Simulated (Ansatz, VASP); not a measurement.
# One calculation of Bi, two programs

File INCAR:

```
SYSTEM = Bi
PREC = Accurate
ENCUT = 520
EDIFF = 1E-6
ISMEAR = -1
SIGMA = 0.1
LREAL = .False.
LASPH = .True.
NELM = 80
ALGO = Normal
ISIF = 2
LWAVE = .False.
LCHARG = .False.
GGA = PS
NBANDS = 22
```

File KPOINTS:

```
regular mesh
0
Gamma
  14 14 14
  0 0 0
```

Contents of POSCAR:

```
Bi
1.0
    2.3494062600      1.3564303366      4.0330184166
   -2.3494062600      1.3564303366      4.0330184166
    0.0000000000     -2.7128606733      4.0330184166
Bi
2
Direct
    0.2366491848      0.2366491848      0.2366491848
    0.7633508152      0.7633508152      0.7633508152
```

Input for Ansatz:

```yaml
crystal:
  lattice:
    - [2.3494062538, 1.3564303331, 4.0330184589]
    - [-2.3494062538, 1.3564303331, 4.0330184589]
    - [0.0, -2.7128606662, 4.0330184589]
  atoms:
    - { symbol: Bi, position: [0.2366491837, 0.2366491837, 0.2366491837] }
    - { symbol: Bi, position: [0.7633508163, 0.7633508163, 0.7633508163] }
hamiltonian:
  xc: pbesol
  pseudopotentials:
    kind: paw
    azcp:
      Bi: "pseudopotentials/Bi.paw.azcp"
basis:
  ecutwfc: 420
  fft_grid_basis: typed
kpoints:
  mp_grid: { grid: [14, 14, 14], shift: [0, 0, 0] }
magnetization:
  spin_polarized: false
scf:
  occupations: { method: fermi_dirac, width: 0.1 }
output:
  stress: true
```

Alike in both runs: task single point; functional PBEsol; k mesh 14 × 14 × 14; occupations fermi-dirac, width 0.1 eV; no spin polarisation.

|  | VASP | Ansatz |
| --- | --- | --- |
| version | VASP 6.6.1 | Ansatz 0.2.0 |
| potentials or method | VASP PAW PBE potentials, release 64 (Bi_d), cutoff 520 eV | plane waves (420 eV) with PAW, scalar-relativistic |
| valence electrons in the cell | 30 | 30 |

|  | VASP | Ansatz | Ansatz less VASP |
| --- | --- | --- | --- |
| pressure (GPa) | -4.4 | -4.4 | +0.05 |
| traceless stress, the component that is largest in VASP (GPa) | 0.36 | 0.36 | -0.002 |

VASP's potentials were made for PBE, not for PBEsol, and Ansatz warns of the same on its side.

Neither program's run includes spin-orbit coupling.
